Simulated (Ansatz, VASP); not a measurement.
Li2B3 in VASP and in Ansatz

```xyz
5
Lattice="3.4226 0.0000 0.0000 -1.7113 2.9641 0.0000 0.0000 0.0000 4.1325" Properties=species:S:1:pos:R:3 pbc="T T T"
Li    0.0000    1.9761    0.5703
Li    1.7113    0.9880    3.5622
B     0.0000    0.0000    0.0000
B     0.0000    1.9761    2.5828
B     1.7113    0.9880    1.5497
```

Alike in both runs: task relaxation of cell and atoms; functional PBE; k mesh 6 × 6 × 4; occupations gaussian, width 0.1 eV; no spin polarisation.

```csv
,VASP,Ansatz
version,VASP 6.6.1,Ansatz 0.2.0
potentials or method,"VASP PAW PBE potentials, release 64 (Li_sv, B), cutoff 600 eV","scalar-relativistic, plane waves, PAW"
valence electrons in the cell,15,15
```

|  | VASP | Ansatz | Ansatz less VASP |
| --- | --- | --- | --- |
| gap on the k mesh at the Fermi level, each at its own relaxed structure (eV) | none | none | - |
| relaxed volume (Å³/atom) | 8.32 | 8.30 | -0.028 |
| relaxed cell length with the largest relative difference (Å) | 3.333 | 3.329 | -0.0041 |

A gap of «none» marks a metal or a gap that the smearing closes.

The k mesh is coarse, so the values compare programs but aren't converged. Noted on VASP's run: the cutoff is short for stress, so the pressure is rough.
